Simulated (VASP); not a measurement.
A run of VASP 6.6.1 is set up as follows.

File INCAR:

```
SYSTEM = SiC
PREC     = Accurate       ! precision mode
ENCUT    = 520            ! plane-wave cutoff, eV
EDIFF    = 1E-6           ! SCF threshold, eV
ISMEAR   = 0              ! smearing method
SIGMA    = 0.01           ! smearing width, eV
LREAL    = .False.        ! projectors in reciprocal space
LASPH    = .True.         ! aspherical terms in the spheres
NELM     = 80             ! most SCF steps
ALGO     = Normal         ! electronic algorithm
ISIF     = 2              ! what is computed and relaxed
LWAVE    = .False.        ! write WAVECAR
LCHARG   = .False.        ! write CHGCAR
GGA      = PE             ! functional
NBANDS   = 11             ! bands
```

The input KPOINTS:

```
Automatic mesh
0
Gamma
  8 8 8
  0 0 0
```

Contents of POSCAR:

```
SiC
1.0
    0.0000000000      2.1898707942      2.1898707942
    2.1898707942      0.0000000000      2.1898707942
    2.1898707942      2.1898707942      0.0000000000
Si C
1 1
Direct
    0.0000000000      0.0000000000      0.0000000000
    0.2500000000      0.2500000000      0.2500000000
```

Potentials or basis: VASP PAW PBE potentials, release 64 (Si, C).

Run with:

```bash
$ cat potpaw_PBE.64/Si/POTCAR potpaw_PBE.64/C/POTCAR > POTCAR
$ mpirun -np 1 vasp_std > vasp.out
```

Estimate the band gap on the k mesh.

1.37 eV, indirect (least direct gap 4.53 eV).

Estimate the pressure.

0.0 GPa.

A k mesh can miss the band edges. Expect the measured gap to be larger: semilocal functionals such as PBE lack the derivative discontinuity.
